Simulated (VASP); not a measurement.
Write the native input for VASP 6.6.1 that does the following.

* Task: single point
* Functional: LDA
* Potentials or basis: VASP PAW LDA potentials, release 64 (Ti_sv, Co)
* Cutoff: 520 eV
* k mesh: 6 × 6 × 6
* Occupations: gaussian, width 0.1 eV
* Spin: collinear spin, ferromagnetic start
* Starting moments: [0.0, 0.0, 0.0, 0.0, 3.0, 3.0] μB
* Dipole correction: no
* Further INCAR settings: ALGO = Fast; EDIFF = 1e-07; NBANDS = 46

The structure of Ti2Co lies in POSCAR:

```
Ti2Co
1.0
    0.0000000000      3.3650000000      3.3650000000
    3.3650000000      0.0000000000      3.3650000000
    3.3650000000      3.3650000000      0.0000000000
Ti Co
4 2
Direct
    0.1250000000      0.1250000000      0.1250000000
    0.6250000000      0.1250000000      0.1250000000
    0.1250000000      0.1250000000      0.6250000000
    0.1250000000      0.6250000000      0.1250000000
    0.5000000000      0.5000000000      0.5000000000
    0.7500000000      0.7500000000      0.7500000000
```

The input as run:

INCAR

```
PREC = Accurate
ENCUT = 520
EDIFF = 1E-7
ISMEAR = 0
SIGMA = 0.1
LREAL = False
LASPH = True
NELM = 150
ALGO = Fast
ISIF = 2
LWAVE = False
LCHARG = True
ISPIN = 2
MAGMOM = 0 0 0 0 3 3
LORBIT = 11
LMAXMIX = 4
GGA = CA
LELF = True
LVHAR = True
NBANDS = 46
```

KPOINTS

```
regular mesh
0
Gamma
  6 6 6
```

Potentials or basis: VASP PAW LDA potentials, release 64 (Ti_sv, Co).

Launch:

```sh
$ cat potpaw_LDA.64/Ti_sv/POTCAR potpaw_LDA.64/Co/POTCAR > POTCAR
$ mpirun -np 1 vasp_std > vasp.out
```

It gave:

```
Pressure                                              : 9.7 GPa
Net moment                                            : 0.65 μB per cell
Site moments                                          : Ti +0.04; Co +0.25 μB
Valence electrons inside the program's atomic spheres : Ti 10.80; Co 8.14
```

It took 46 min on 1 thread of AMD EPYC 7R13 (shared host), peak memory 0.22 GiB.
